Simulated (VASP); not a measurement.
# Mn2Al2Cu (P6/mmm) in VASP: a series of runs, part 2 of 2

VASP 6.6.1. The steps go on from the part before.

### 3 Single point, PBE, collinear spin, antiferromagnetic start

This run uses another cell than the first one, of 15.37 Å³/atom.

INCAR

```
SYSTEM = Mn2Al2Cu
PREC     = Accurate       ! precision mode
ENCUT    = 520            ! plane-wave cutoff, eV
EDIFF    = 1E-6           ! SCF threshold, eV
ISMEAR   = 0              ! smearing method
SIGMA    = 0.1            ! smearing width, eV
LREAL    = .FALSE.        ! projectors in reciprocal space
LASPH    = .TRUE.         ! aspherical terms in the spheres
NELM     = 150            ! most SCF steps
ALGO     = Fast           ! electronic algorithm
ISIF     = 2              ! what is computed and relaxed
LWAVE    = .FALSE.        ! write WAVECAR
LCHARG   = .FALSE.        ! write CHGCAR
ISPIN    = 2              ! spin polarisation
MAGMOM   = 4 -4 0 0 0     ! initial moments
LORBIT   = 11             ! projections on sites
LMAXMIX  = 4              ! l up to which the mixer works
GGA      = PE             ! functional
NBANDS   = 34             ! bands
```

KPOINTS

```
regular mesh
0
G
  6 6 4
  0 0 0
```

POSCAR

```
Mn2Al2Cu
1.0
    4.0325215000      0.0000000000      0.0000000000
   -2.0162607500      3.4922660600      0.0000000000
    0.0000000000      0.0000000000      5.4560472200
Mn Al Cu
2 2 1
Direct
    0.3333333300      0.6666666700      0.0000000000
    0.6666666700      0.3333333300      0.0000000000
    0.0000000000      0.0000000000      0.1586166500
    0.0000000000      0.0000000000      0.8413833500
    0.0000000000      0.0000000000      0.5000000000
```

Potentials or basis: VASP PAW PBE potentials, release 64 (Mn_pv, Al, Cu).

On the command line:

```sh
> cat potpaw_PBE.64/Mn_pv/POTCAR potpaw_PBE.64/Al/POTCAR potpaw_PBE.64/Cu/POTCAR > POTCAR
> mpirun -np 1 vasp_std > vasp.out
```

Run time: 4.4 min. Hardware: 1 thread of Intel Xeon 8259CL, shared host; peak memory 0.27 GiB.

The run converged. Its results:

| Quantity | Value |
| --- | --- |
| Free energy | -18.1789 eV |
| Pressure | 48.5 GPa |
| Largest force | 10.203 eV/Å |
| Net moment | 0.00 μB per cell |
| Site moments | Mn +1.73, -1.73; Al +0.00; Cu +0.00 μB |
| Valence electrons inside the program's atomic spheres | Mn 11.98; Al 1.16; Cu 10.31 |

Forces in eV/Å, atoms in the order of the input:
```
Mn    0.000   0.000   0.000
Mn    0.000   0.000   0.000
Al    0.000   0.000  10.203
Al    0.000   0.000 -10.203
Cu    0.000   0.000   0.000
```

Stress tensor (GPa, compression positive):
```
 10.37   0.00   0.00
  0.00  10.37   0.00
  0.00   0.00 124.68
```

Levels at points of the mesh, in eV from the Fermi level:
Spin up:
```
           k point  band 17  band 18  band 19  band 20  band 21  band 22  band 23  band 24  band 25  band 26
(0.00, 0.00, 0.00)    -2.18    -2.18    -1.27    -1.27    -0.78    -0.03    -0.03     1.06     4.14     4.14
(0.50, 0.00, 0.00)    -2.48    -2.33    -1.53    -1.20    -0.90     0.27     0.36     0.46     0.99     1.07
(0.00, 0.00, 0.50)    -2.14    -2.14    -1.26    -1.26    -0.22    -0.22     0.30     2.76     3.25     4.46
(0.50, 0.00, 0.50)    -2.82    -2.46    -1.76    -0.86    -0.47     0.07     0.38     0.42     0.75     1.07
```
Spin down:
```tsv
k point	band 17	band 18	band 19	band 20	band 21	band 22	band 23	band 24	band 25	band 26
(0.00, 0.00, 0.00)	-2.18	-2.18	-1.27	-1.27	-0.78	-0.03	-0.03	1.06	4.14	4.14
(0.50, 0.00, 0.00)	-2.48	-2.33	-1.53	-1.20	-0.90	0.27	0.36	0.46	0.99	1.07
(0.00, 0.00, 0.50)	-2.14	-2.14	-1.26	-1.26	-0.22	-0.22	0.30	2.76	3.25	4.46
(0.50, 0.00, 0.50)	-2.82	-2.46	-1.76	-0.86	-0.47	0.07	0.38	0.42	0.75	1.07
```

Caveat: the stress differs along the axes, from 10 to 125 GPa; the antiferromagnetic order is the one typed at the start, and another may lie lower; forces of over 1 eV/Å act on the atoms, so gaps and moduli don't describe the material at rest.

### 4 Single point, PBE, collinear spin, antiferromagnetic start

INCAR

```
ALGO = Normal
EDIFF = 1E-6
ENCUT = 520
GGA = PE
ISIF = 2
ISMEAR = 0
ISPIN = 2
LASPH = T
LCHARG = F
LMAXMIX = 4
LORBIT = 11
LREAL = F
LWAVE = F
MAGMOM = 4 -4 0 0 0
NBANDS = 34
NELM = 150
PREC = Accurate
SIGMA = 0.1
```

KPOINTS

```
k-points
0
Gamma
  6 6 4
```

POSCAR

```
Mn2Al2Cu
1.0
    3.6270600102      0.0000000000      0.0000000000
   -1.8135300051      3.1411261099      0.0000000000
    0.0000000000      0.0000000000      8.2245526121
Mn Al Cu
2 2 1
Direct
    0.3333333333      0.6666666667      0.0000000000
    0.6666666667      0.3333333333      0.0000000000
    0.0000000000      0.0000000000      0.2059459284
    0.0000000000      0.0000000000      0.7940540716
    0.0000000000      0.0000000000      0.5000000000
```

On the command line:

```sh
> cat potpaw_PBE.64/Mn_pv/POTCAR potpaw_PBE.64/Al/POTCAR potpaw_PBE.64/Cu/POTCAR > POTCAR
> mpirun -np 1 vasp_std > vasp.out
```

It took 6.2 min on 1 thread of Intel Xeon 8259CL, shared host; peak memory 0.31 GiB.

The run converged. Its results:

```
Free energy                                           : -26.7022 eV
Pressure                                              : 0.1 GPa
Largest force                                         : 0.030 eV/Å
Net moment                                            : 0.00 μB per cell
Valence electrons inside the program's atomic spheres : Mn 12.18; Al 0.76; Cu 9.87
```

Forces on the atoms (eV/Å):
```
Mn   0.000  0.000  0.000
Mn   0.000  0.000  0.000
Al   0.000  0.000 -0.030
Al   0.000  0.000  0.030
Cu   0.000  0.000  0.000
```

Stress tensor (GPa, compression positive):
```
0.17 0.00 0.00
0.00 0.17 0.00
0.00 0.00 0.02
```

Levels at points of the mesh, in eV from the Fermi level:
Spin up:
| k point | band 18 | band 19 | band 20 | band 21 | band 22 | band 23 | band 24 | band 25 |
| --- | --- | --- | --- | --- | --- | --- | --- | --- |
| (0.00, 0.00, 0.00) | -1.41 | -1.41 | -1.03 | -1.03 | 0.23 | 0.23 | 0.67 | 0.69 |
| (0.50, 0.00, 0.00) | -1.55 | -1.18 | -0.70 | -0.37 | -0.06 | 1.15 | 1.23 | 1.33 |
| (0.00, 0.00, 0.50) | -1.41 | -1.41 | -1.04 | -1.04 | -0.60 | 0.23 | 0.23 | 0.69 |
| (0.50, 0.00, 0.50) | -1.58 | -1.18 | -0.75 | -0.52 | 0.55 | 0.68 | 1.16 | 1.60 |
Spin down:
| k point | band 18 | band 19 | band 20 | band 21 | band 22 | band 23 | band 24 | band 25 |
| --- | --- | --- | --- | --- | --- | --- | --- | --- |
| (0.00, 0.00, 0.00) | -1.41 | -1.41 | -1.03 | -1.03 | 0.23 | 0.23 | 0.67 | 0.69 |
| (0.50, 0.00, 0.00) | -1.55 | -1.18 | -0.70 | -0.37 | -0.06 | 1.15 | 1.23 | 1.33 |
| (0.00, 0.00, 0.50) | -1.41 | -1.41 | -1.04 | -1.04 | -0.60 | 0.23 | 0.23 | 0.69 |
| (0.50, 0.00, 0.50) | -1.58 | -1.18 | -0.75 | -0.52 | 0.55 | 0.68 | 1.16 | 1.60 |

Caveat: atoms lie so close that the PAW spheres overlap strongly, which falsifies energies and pressures; the moments typed at the start vanished in this run.

### 5 Relaxation of cell and atoms, PBE

INCAR

```
SYSTEM = Mn2Al2Cu
ALGO     = Fast           ! electronic algorithm
EDIFF    = 1E-6           ! SCF threshold, eV
EDIFFG   = -0.01          ! ionic threshold
ENCUT    = 600            ! plane-wave cutoff, eV
GGA      = PE             ! functional
IBRION   = 2              ! ionic algorithm
ISIF     = 3              ! what is computed and relaxed
ISMEAR   = 0              ! smearing method
LASPH    = .True.         ! aspherical terms in the spheres
LCHARG   = .False.        ! write CHGCAR
LREAL    = .False.        ! projectors in reciprocal space
LWAVE    = .False.        ! write WAVECAR
NELM     = 60             ! most SCF steps
NSW      = 100            ! ionic steps
PREC     = Accurate       ! precision mode
SIGMA    = 0.1            ! smearing width, eV
```

KPOINTS

```
k-points
0
Gamma
  12 12 6
  0 0 0
```

POSCAR is that of step 4.

On the command line:

```sh
> cat potpaw_PBE.64/Mn_pv/POTCAR potpaw_PBE.64/Al/POTCAR potpaw_PBE.64/Cu/POTCAR > POTCAR
> mpirun -np 1 vasp_std > vasp.out
```

Wall time 24 min (1 thread of Intel Xeon 8259CL, shared host); peak memory 0.42 GiB.

Results (log left out):

| Item | Value |
| --- | --- |
| Free energy | -26.7017 eV |
| Relaxed volume | 18.77 Å³/atom |
| Relaxed cell | a = 3.629 Å, b = 3.629 Å, c = 8.226 Å, α = 90.00°, β = 90.00°, γ = 120.00° |
| Space group after relaxing (to 0.1 Å) | P6/mmm (No. 191) |
| Energy gained by relaxing | 0.0 meV/atom |
| Ionic steps | 3 |
| Pressure after relaxing | 0.0 GPa |
| Largest force after relaxing | 0.009 eV/Å |
| Band gap on the k mesh | zero (an odd number of electrons rules out a gap without spin polarisation) |

Forces on the atoms (eV/Å):
```
Mn   0.000  0.000  0.000
Mn   0.000  0.000  0.000
Al   0.000  0.000 -0.009
Al   0.000  0.000  0.009
Cu   0.000  0.000  0.000
```

Final structure:
```
Mn Al Cu
1.0
     3.62922    0.00000    0.00000
    -1.81461    3.14300    0.00000
     0.00000    0.00000    8.22578
Mn Al Cu
2 2 1
Direct
  0.33333 0.66667 0.00000
  0.66667 0.33333 0.00000
  0.00000 0.00000 0.20594
  0.00000 0.00000 0.79406
  0.00000 0.00000 0.50000
```

Levels at points of the mesh, in eV from the Fermi level:
```csv
k point,band 20,band 21,band 22,band 23,band 24,band 25
"(0.00, 0.00, 0.00)",-1.04,-1.04,0.22,0.22,0.66,0.67
"(0.50, 0.00, 0.00)",-0.71,-0.38,-0.07,1.14,1.22,1.32
"(0.00, 0.00, 0.50)",-1.04,-1.04,-0.61,0.21,0.21,0.67
"(0.50, 0.00, 0.50)",-0.76,-0.52,0.54,0.66,1.14,1.59
```

Caveat: atoms lie so close that the PAW spheres overlap strongly, which falsifies energies and pressures; the run has no spin polarisation, though such a crystal can be magnetic. Spin polarisation is off, so any magnetic state and its effect on volume and gap are missing.

### 6 Overview

| task | spin | cell | k mesh | cutoff (eV) | gap on the mesh (eV) | pressure (GPa) | largest force (eV/Å) |
| --- | --- | --- | --- | --- | --- | --- | --- |
| single point | off | a = 3.621, b = 3.621, c = 8.236 Å, angles 90.0, 90.0, 120.0°, 5 atoms, atomic positions A | 12 × 12 × 6 | 520 | none | 0.2 | 0.02 |
| single point | collinear, antiferromagnetic start | a = 4.033, b = 4.033, c = 5.456 Å, angles 90.0, 90.0, 120.0°, 5 atoms, atomic positions B | 6 × 6 × 4 | 520 | none | 48.5 | 10.20 |
| relaxation of cell and atoms | off | relaxed from a = 3.627, b = 3.627, c = 8.225 Å, angles 90.0, 90.0, 120.0°, 5 atoms, atomic positions C | 12 × 12 × 6 | 600 | none | 0.0 | 0.01 |

Alike in all rows: level PBE; potentials or basis VASP PAW PBE potentials, release 64 (Mn_pv, Al, Cu); smearing gaussian 0.1 eV.

Caveats: atoms lie so close that the PAW spheres overlap strongly, which falsifies energies and pressures (at least some runs); the stress differs along the axes, from 10 to 125 GPa (at least some runs); the antiferromagnetic order is the one typed at the start, and another may lie lower (at least some runs); forces of over 1 eV/Å act on the atoms, so gaps and moduli don't describe the material at rest (at least some runs).

Total energies depend on the potentials used, so only differences within one code and one set of settings carry meaning.
